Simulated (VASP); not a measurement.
# Al6P6 in VASP: single point with PBE

Aim: the single point of Al6P6 with PBE.

All numbers are computed with VASP 6.6.1; they aren't measurements. Logs are shortened: lines on timing, memory, paths and dates and some standing lists are left out, and cuts for length are marked.

**1. The cell of the first run**

The cell holds a cluster in a box, 12 atoms: a = 15.400 Å, b = 14.300 Å, c = 14.600 Å, α = 90.00°, β = 90.00°, γ = 90.00°.

**2. Single point, PBE, collinear spin**

File INCAR:

```
SYSTEM = AlP
PREC = Accurate ; ENCUT = 520
EDIFF = 1E-6 ; ISMEAR = 0
SIGMA = 0.05 ; LREAL = .False.
LASPH = .True. ; NELM = 150
ALGO = Normal ; ISIF = 2
LWAVE = .False. ; LCHARG = .True.
ISPIN = 2 ; MAGMOM = 0.4 0.4 0.4 0.4 0.4 0.4 0.4 0.4 0.4 0.4 0.4 0.4
LORBIT = 11 ; GGA = PE
LELF = .True. ; LVHAR = .True.
NBANDS = 40
```

File KPOINTS:

```
regular mesh
0
Gamma
  1 1 1
  0 0 0
```

File POSCAR:

```
AlP
1.0
   15.4000000000      0.0000000000      0.0000000000
    0.0000000000     14.3000000000      0.0000000000
    0.0000000000      0.0000000000     14.6000000000
Al P
6 6
Direct
    0.4582904541      0.5064078583      0.4236014608
    0.4524393245      0.3508071584      0.5784581788
    0.4536259528      0.6662443561      0.5154442376
    0.3909811818      0.5219345498      0.6301813594
    0.5957017013      0.5312660541      0.5749833388
    0.6557877748      0.6172336591      0.4236041620
    0.5206679855      0.6495989826      0.3687840515
    0.5034594365      0.6302344639      0.6619987076
    0.5558412702      0.3932287986      0.4750528063
    0.3319819757      0.5700594623      0.4872225809
    0.7367721089      0.5743366268      0.5388194289
    0.3749455264      0.3778759253      0.7002292774
```

Potentials or basis: VASP PAW PBE potentials, release 64 (Al, P).

The run is started by

```sh
cat potpaw_PBE.64/Al/POTCAR potpaw_PBE.64/P/POTCAR > POTCAR
mpirun -np 1 vasp_gam > vasp.out
```

OUTCAR:

```text
SYSTEM = AlP
   PREC = Accurate
   ENCUT = 520
   EDIFF = 1E-6
   ISMEAR = 0
   LREAL = .False.
   LASPH = .True.
   NELM = 150
   ISIF = 2
   ISPIN = 2
   LORBIT = 11
   GGA = PE

 ion  position               nearest neighbor table
   1  0.458  0.506  0.424-   9 2.33  10 2.34   7 2.40   3 2.65   5 3.08   2 3.17   4 3.20
   2  0.452  0.351  0.578-  12 2.18   9 2.28   4 2.73   1 3.17
   3  0.454  0.666  0.515-   8 2.33  10 2.36   7 2.39   1 2.65   4 2.83   5 3.04
   4  0.391  0.522  0.630-  12 2.31   8 2.37  10 2.38   2 2.73   3 2.83   1 3.20   5 3.26
   5  0.596  0.531  0.575-  11 2.32   8 2.37   9 2.53   6 2.69   3 3.04   1 3.08   4 3.26
   6  0.656  0.617  0.424-  11 2.18   7 2.28   5 2.69
   7  0.521  0.650  0.369-   6 2.28   3 2.39   1 2.40
   8  0.503  0.630  0.662-   3 2.33   4 2.37   5 2.37
   9  0.556  0.393  0.475-   2 2.28   1 2.33   5 2.53
  10  0.332  0.570  0.487-   1 2.34   3 2.36   4 2.38
  11  0.737  0.574  0.539-   6 2.18   5 2.32
  12  0.375  0.378  0.700-   2 2.18   4 2.31

  LATTYP: Found a simple orthorhombic cell.
 ALAT       =    14.3000000000
 B/A-ratio  =     1.0209790210
 C/A-ratio  =     1.0769230769

  Lattice vectors:

 A1 = (   0.0000000000,  14.3000000000,   0.0000000000)
 A2 = (   0.0000000000,   0.0000000000,  14.6000000000)
 A3 = (  15.4000000000,   0.0000000000,   0.0000000000)

Analysis of symmetry for initial positions (statically):
=====================================================================
 Subroutine PRICEL returns:
 Original cell was already a primitive cell.

 Routine SETGRP: Setting up the symmetry group for a
 simple orthorhombic supercell.

 Subroutine GETGRP returns: Found  1 space group operations
 (whereof  1 operations were pure point group operations)
 out of a pool of  8 trial point group operations.

The static configuration has the point symmetry C_1 .

Analysis of symmetry for dynamics (positions and initial velocities):
=====================================================================
 Subroutine PRICEL returns:
 Original cell was already a primitive cell.

 Routine SETGRP: Setting up the symmetry group for a
 simple orthorhombic supercell.

 Subroutine GETGRP returns: Found  1 space group operations
 (whereof  1 operations were pure point group operations)
 out of a pool of  8 trial point group operations.

The dynamic configuration has the point symmetry C_1 .

Analysis of structural, dynamic, and magnetic symmetry:
=====================================================================
 Subroutine PRICEL returns:
 Original cell was already a primitive cell.

 Routine SETGRP: Setting up the symmetry group for a
 simple orthorhombic supercell.

 Subroutine GETGRP returns: Found  1 space group operations
 (whereof  1 operations were pure point group operations)
 out of a pool of  8 trial point group operations.

The overall configuration has the point symmetry C_1 .

 Subroutine INISYM returns: Found  1 space group operations
 (whereof  1 operations are pure point group operations),
 and found     1 'primitive' translations

----------------------------------------------------------------------------------------

                                     Primitive cell

  volume of cell :    3215.2120

  direct lattice vectors                    reciprocal lattice vectors
    15.400000000  0.000000000  0.000000000     0.064935065  0.000000000  0.000000000
     0.000000000 14.300000000  0.000000000     0.000000000  0.069930070  0.000000000
     0.000000000  0.000000000 14.600000000     0.000000000  0.000000000  0.068493151

  length of vectors
    15.400000000 14.300000000 14.600000000     0.064935065  0.069930070  0.068493151

  position of ions in fractional coordinates (direct lattice)
     0.458290454  0.506407858  0.423601461
     0.452439324  0.350807158  0.578458179
     0.453625953  0.666244356  0.515444238
     0.390981182  0.521934550  0.630181359
     0.595701701  0.531266054  0.574983339
     0.655787775  0.617233659  0.423604162
     0.520667985  0.649598983  0.368784052
     0.503459437  0.630234464  0.661998708
     0.555841270  0.393228799  0.475052806
     0.331981976  0.570059462  0.487222581
     0.736772109  0.574336627  0.538819429
     0.374945526  0.377875925  0.700229277

  ion indices of the primitive-cell ions
   primitive index   ion index
                 1           1
                 2           2
                 3           3
                 4           4
                 5           5
                 6           6
                 7           7
                 8           8
                 9           9
                10          10
                11          11
                12          12

----------------------------------------------------------------------------------------

 KPOINTS: regular mesh

Automatic generation of k-mesh.
 Grid dimensions read from file:
 generate k-points for:    1    1    1

 Generating k-lattice:

  Cartesian coordinates                     Fractional coordinates (reciprocal lattice)
     0.064935065  0.000000000  0.000000000     1.000000000  0.000000000  0.000000000
     0.000000000  0.069930070  0.000000000     0.000000000  1.000000000  0.000000000
     0.000000000  0.000000000  0.068493151     0.000000000  0.000000000  1.000000000

  Length of vectors
     0.064935065  0.069930070  0.068493151

  Shift w.r.t. Gamma in fractional coordinates (k-lattice)
     0.000000000  0.000000000  0.000000000

 Subroutine IBZKPT returns following result:
 ===========================================

 Found      1 irreducible k-points:

 Following reciprocal coordinates:
            Coordinates               Weight
  0.000000  0.000000  0.000000      1.000000
   k-points           NKPTS =      1   k-points in BZ     NKDIM =      1   number of bands    NBANDS=     40
   number of dos      NEDOS =    301   number of ions     NIONS =     12
   total plane-waves  NPLWV = ******
   dimension x,y,z NGX =   120 NGY =  108 NGZ =  112
   dimension x,y,z NGXF=   240 NGYF=  216 NGZF=  224
   ions per type =               6   6
   NGX,Y,Z   is equivalent  to a cutoff of  12.95, 12.56, 12.75 a.u.
   NGXF,Y,Z  is equivalent  to a cutoff of  25.91, 25.11, 25.51 a.u.
 SYSTEM =  AlP
   PREC   = accura    normal or accurate (medium, high low for compatibility)
   ISTART =      0    job   : 0-new  1-cont  2-samecut
   ICHARG =      2    charge: 1-file 2-atom 10-const
   ISPIN  =      2    spin polarized calculation?
   LNONCOLLINEAR =      F non collinear calculations
   LSORBIT =      F    spin-orbit coupling
   LASPH  =      T    aspherical Exc in radial PAW
   ENCUT  =  520.0 eV  38.22 Ry    6.18 a.u.  28.63 26.59 27.15*2*pi/ulx,y,z
   NELM   =    150;   NELMIN=  2; NELMDL= -5     # of ELM steps
   EDIFF  = 0.1E-05   stopping-criterion for ELM
   LREAL  =      F    real-space projection
   EDIFFG = 0.1E-04   stopping-criterion for IOM
   NSW    =      0    number of steps for IOM
   IBRION =     -1    ionic relax: 0-MD 1-quasi-New 2-CG
   NFREE  =      0    steps in history (QN), initial steepest desc. (CG)
   ISIF   =      2    stress and relaxation
   ISYM   =      2    0-nonsym 1-usesym 2-fastsym
   POTIM  = 0.5000    time-step for ionic-motion
   TEBEG  =    0.0;   TEEND  =   0.0 temperature during run
   PSTRESS=    0.0 pullay stress
   NELECT =      48.0000    total number of electrons
   NUPDOWN=      -1.0000    fix difference up-down
   EMIN   =  10.00;   EMAX   =-10.00  energy-range for DOS
   EFERMI =   0.00;   METHOD = LEGACY
   ISMEAR =     0;   SIGMA  =   0.05  broadening in eV -4-tet -1-fermi 0-gaus
   EFERMI_NEDOS =   21; number of points for ismear=-14 and -15
   IALGO  =     38    algorithm
   IMIX   =      4    mixing-type and parameters
     AMIX     =   0.40;   BMIX     =  1.00
     AMIX_MAG =   1.60;   BMIX_MAG =  1.00
  volume/ion in A,a.u.               =     267.93      1808.11
  Fermi-wavevector in a.u.,A,eV,Ry     =   0.403105  0.761759  2.210866  0.162494
  Thomas-Fermi vector in A             =   1.353827
   LORBIT       =     11    0 simple, 1 ext, 2 COOP (PROOUT), +10 PAW based schemes
   GGA     = PE    functional components
   LHFCALC =     F    Hartree Fock is set to
   AEXX    =    0.0000 exact exchange contribution
   IVDW    =     0    specifies the selected vdW correction
   LEPSILON=     F    determine dielectric tensor
   LRPA    =     F    only Hartree local field effects (RPA)
 spin polarized calculation
 Gauss-broadening in eV      SIGMA  =   0.05
  energy-cutoff  :      520.00
  volume of cell :     3215.21
 maximum number of plane-waves:     43300
 NGX is ok and might be reduce to   120
   NGX = 57   NGY = 53   NGZ = 55

 number of electron      47.9999999 magnetization       0.0001268

 number of electron      47.9999999 magnetization      -0.0001022

 Free energy of the ion-electron system (eV)
  ---------------------------------------------------
  ext. energy  EPLUGINS =         0.00000000
  ---------------------------------------------------
  free energy    TOTEN  =       -50.95804618 eV

  energy without entropy =      -50.95804618  energy(sigma->0) =      -50.95804618

 E-fermi :  -4.0447     XC(G=0):  -1.3316

 val. band max:       -4.2957136241   @ k =   0.0000   0.0000   0.0000
 cond. band min:      -3.5893975570   @ k =   0.0000   0.0000   0.0000
 fundamental gap:      0.7063160671
 Fermi energy:        -4.0446591116

 spin component 1

 k-point     1 :       0.0000    0.0000    0.0000
  band No.  band energies     occupation
      1     -15.4301      1.00000
      2     -14.3601      1.00000
      3     -14.2225      1.00000
      4     -13.8261      1.00000
      5     -13.3876      1.00000
      6     -13.3270      1.00000
[... 28 lines left out ...]
     35      -0.6903      0.00000
     36      -0.1678      0.00000
 Fermi energy:        -4.0446591116

 spin component 2

 k-point     1 :       0.0000    0.0000    0.0000
  band No.  band energies     occupation
      1     -15.4301      1.00000
      2     -14.3601      1.00000
      3     -14.2225      1.00000
      4     -13.8261      1.00000
      5     -13.3876      1.00000
      6     -13.3270      1.00000
[... 28 lines left out ...]
     35      -0.6904      0.00000
     36      -0.1683      0.00000
 [bands above 36 left out]

------------------------ aborting loop because EDIFF is reached ----------------------------------------

  FORCE on cell =-STRESS in cart. coord.  units (eV):
  Direction    XX          YY          ZZ          XY          YZ          ZX
  --------------------------------------------------------------------------------------
  -------------------------------------------------------------------------------------
  Total       -0.2668297     -0.1069420     -0.1216598      0.0028396      0.0217429      0.0248955
  in kB       -0.1329643     -0.0532904     -0.0606245      0.0014150      0.0108347      0.0124057
  external PRESSURE =      -0.0822931 kB  Pullay stress =       0.0000000 kB

 VOLUME and BASIS-vectors are now :
 -----------------------------------------------------------------------------
  energy-cutoff  :      520.00
  volume of cell :     3215.21
      direct lattice vectors                 reciprocal lattice vectors
    15.400000000  0.000000000  0.000000000     0.064935065  0.000000000  0.000000000
     0.000000000 14.300000000  0.000000000     0.000000000  0.069930070  0.000000000
     0.000000000  0.000000000 14.600000000     0.000000000  0.000000000  0.068493151

 POSITION                                       TOTAL-FORCE (eV/Angst)
 -----------------------------------------------------------------------------------
      7.05767      7.24163      6.18458         0.014464      0.008360      0.009552
      6.96757      5.01654      8.44549        -0.006671      0.008595      0.014958
      6.98584      9.52729      7.52549         0.025271     -0.016485      0.000616
      6.02111      7.46366      9.20065         0.022711     -0.005530     -0.004687
      9.17381      7.59710      8.39476        -0.021286      0.003357     -0.008588
     10.09913      8.82644      6.18462        -0.018104      0.007579      0.010958
      8.01829      9.28927      5.38425        -0.004992     -0.018321      0.007481
      7.75328      9.01235      9.66518        -0.006658      0.001882      0.000167
      8.55996      5.62317      6.93577        -0.002910      0.007745     -0.005745
      5.11252      8.15185      7.11345         0.008351      0.004121     -0.006323
     11.34629      8.21301      7.86676        -0.017743     -0.003568     -0.004835
      5.77416      5.40363     10.22335         0.007568      0.002266     -0.013555
 -----------------------------------------------------------------------------------
    total drift:                                0.000213     -0.000011     -0.000093

  FREE ENERGIE OF THE ION-ELECTRON SYSTEM (eV)
  ---------------------------------------------------
  free  energy   TOTEN  =       -50.9580461817 eV

  energy  without entropy=      -50.9580461817  energy(sigma->0) =      -50.95804618

 total charge

# of ion       s       p       d       tot
------------------------------------------
    1        0.421   0.356   0.000   0.777
    2        0.470   0.346   0.000   0.817
    3        0.432   0.355   0.000   0.787
    4        0.427   0.351   0.000   0.779
    5        0.427   0.329   0.000   0.756
    6        0.471   0.344   0.000   0.815
    7        1.069   1.445   0.000   2.513
    8        1.070   1.444   0.000   2.514
    9        1.080   1.428   0.000   2.508
   10        1.070   1.442   0.000   2.513
   11        1.087   1.402   0.000   2.489
   12        1.084   1.411   0.000   2.495
--------------------------------------------------
tot          9.108  10.654   0.000  19.762

 magnetization (x)

# of ion       s       p       d       tot
------------------------------------------
    1        0.000  -0.000   0.000   0.000
    2       -0.000  -0.000   0.000  -0.000
    3       -0.000  -0.000   0.000  -0.000
    4        0.000   0.000   0.000   0.000
    5        0.000   0.000   0.000   0.000
    6       -0.000  -0.000   0.000  -0.000
    7        0.000  -0.000   0.000  -0.000
    8       -0.000   0.000   0.000   0.000
    9       -0.000   0.000   0.000   0.000
   10        0.000   0.000   0.000   0.000
   11        0.000   0.000   0.000   0.000
   12       -0.000   0.000   0.000   0.000
--------------------------------------------------
tot          0.000   0.000   0.000   0.000
```

Run time: 15 min. Hardware: 1 thread of AMD EPYC 7R43 (Zen 3), shared host; peak memory 3.1 GiB.

What came out:

```yaml
Free_energy: -50.9580 eV
Largest_force: 0.030 eV/Å
Gap_between_the_frontier_levels: 0.71 eV
Net_moment: 0.00 μB per cell
Valence_electrons_inside_the_program's_atomic_spheres: Al 0.78, 0.82, 0.79, 0.76, 0.81 (each value once); P 2.51, 2.49, 2.50 (each value once)
```

Forces in eV/Å, atoms in the order of the input:
```
Al   0.014  0.008  0.010
Al  -0.007  0.009  0.015
Al   0.025 -0.016  0.001
Al   0.023 -0.006 -0.005
Al  -0.021  0.003 -0.009
Al  -0.018  0.008  0.011
P   -0.005 -0.018  0.007
P   -0.007  0.002  0.000
P   -0.003  0.008 -0.006
P    0.008  0.004 -0.006
P   -0.018 -0.004 -0.005
P    0.008  0.002 -0.014
```

Caveat: semilocal functionals underestimate gaps, and a narrow one can read as zero.
